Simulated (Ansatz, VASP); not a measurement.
## One calculation of Rh, two programs

File POSCAR:

```
Rh
1.0
    2.5944300901      0.0000000000      0.0000000000
   -1.2972150451      2.3650972278      0.0000000000
    0.0000000000      0.0000000000      4.4284890000
Rh
2
Direct
    0.6666666667      0.3333333333      0.7500000000
    0.3333333333      0.6666666667      0.2500000000
```

The input INCAR.step1:

```
SYSTEM = Rh
PREC     = Accurate       ! precision mode
ENCUT    = 520            ! plane-wave cutoff, eV
ISMEAR   = 0              ! smearing method
SIGMA    = 0.15           ! smearing width, eV
LREAL    = .False.        ! projectors in reciprocal space
LASPH    = .True.         ! aspherical terms in the spheres
NELM     = 60             ! most SCF steps
NBANDS   = 22             ! bands
GGA      = PE             ! functional
ALGO     = Normal         ! electronic algorithm
EDIFF    = 1E-4           ! SCF threshold, eV
LWAVE    = .True.         ! write WAVECAR
LCHARG   = .False.        ! write CHGCAR
```

Contents of INCAR.step2:

```
SYSTEM = Rh
PREC     = Accurate       ! precision mode
ENCUT    = 520            ! plane-wave cutoff, eV
EDIFF    = 1E-6           ! SCF threshold, eV
ISMEAR   = 0              ! smearing method
SIGMA    = 0.15           ! smearing width, eV
LREAL    = .False.        ! projectors in reciprocal space
LASPH    = .True.         ! aspherical terms in the spheres
NELM     = 60             ! most SCF steps
ALGO     = Normal         ! electronic algorithm
ISIF     = 2              ! what is computed and relaxed
LWAVE    = .False.        ! write WAVECAR
LCHARG   = .False.        ! write CHGCAR
METAGGA  = R2SCAN         ! meta-GGA
LMIXTAU  = .True.       
NBANDS   = 22             ! bands
ISTART   = 1
```

The input KPOINTS:

```
Automatic mesh
0
Gamma
  18 18 12
  0 0 0
```

Input for Ansatz:

```yaml
crystal:
  lattice:
    - [2.5944300901, 0.0, 0.0]
    - [-1.2972150451, 2.3650972278, 0.0]
    - [0.0, 0.0, 4.428489]
  atoms:
    - { symbol: Rh, position: [0.6666666667, 0.3333333333, 0.75] }
    - { symbol: Rh, position: [0.3333333333, 0.6666666667, 0.25] }
basis:
  ecutwfc: 500
kpoints:
  mp_grid: { grid: [18, 18, 12] }
hamiltonian:
  xc: r2scan
scf:
  occupations: { method: gaussian, width: 0.15 }
output:
  forces: true
  stress: true
  eigenvalues: true
```

Change from the starting cell: strain -0.0500 x Voigt [1, 0, 0, 0, 0, 0], atoms carried along.

Alike in both runs: task single point; functional r2SCAN; k mesh 18 × 18 × 12; occupations gaussian, width 0.15 eV; no spin polarisation.

|  | VASP | Ansatz |
| --- | --- | --- |
| version | VASP 6.6.1 | Ansatz 0.2.0 |
| potentials or method | VASP PAW PBE potentials, release 64 (Rh_pv), cutoff 520 eV | scalar-relativistic, plane waves, PAW |
| valence electrons in the cell | 30 | 34 |

|  | VASP | Ansatz | Ansatz less VASP |
| --- | --- | --- | --- |
| gap on the k mesh at the Fermi level (eV) | none | none | - |
| pressure (GPa) | 5.9 | 4.6 | -1.29 |
| traceless stress, the component that is largest in VASP (GPa) | 12.77 | 12.62 | -0.150 |
| rms of the force components (eV/Å) | 0.066 | 0.064 | -0.0018 |

VASP's potentials were made for PBE, not for r2SCAN. Atom by atom the forces differ by 0.002 eV/Å (rms over components). A gap of «none» marks a metal or a gap that the smearing closes. VASP's potentials hold 30 valence electrons a cell and Ansatz's 34, so a difference there can come from the potentials and not from the codes.
